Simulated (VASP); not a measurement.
A run of VASP 6.6.1:

INCAR

```
PREC = Accurate ; ENCUT = 600
EDIFF = 1E-6 ; ISMEAR = -1
SIGMA = 0.02 ; LREAL = F
LASPH = T ; NELM = 120
ALGO = Normal ; ISIF = 2
LWAVE = F ; LCHARG = F
GGA = PE ; NBANDS = 11
GGA_COMPAT = F
```

The input KPOINTS:

```
Automatic mesh
0
Gamma
  4 4 4
```

Contents of POSCAR:

```
MgO
1.0
    0.0000000000      2.1050000000      2.1050000000
    2.1050000000      0.0000000000      2.1050000000
    2.1050000000      2.1050000000      0.0000000000
Mg O
1 1
Direct
    0.0000000000      0.0000000000      0.0000000000
    0.5000000000      0.5000000000      0.5000000000
```

Potentials or basis: VASP PAW PBE potentials, release 64 (Mg, O).

Run with:

```console
$ cat potpaw_PBE.64/Mg/POTCAR potpaw_PBE.64/O/POTCAR > POTCAR
$ mpirun -np 1 vasp_std > vasp.out
```

Hardware: 1 thread of Intel Xeon 8259CL, on a shared host.

**Question.** How long does it take, and how much memory?

**Answer.** It took 6.5 s on 1 thread of Intel Xeon 8259CL, on a shared host, peak memory 0.14 GiB. Counts: scf iterations 12, k points 8.
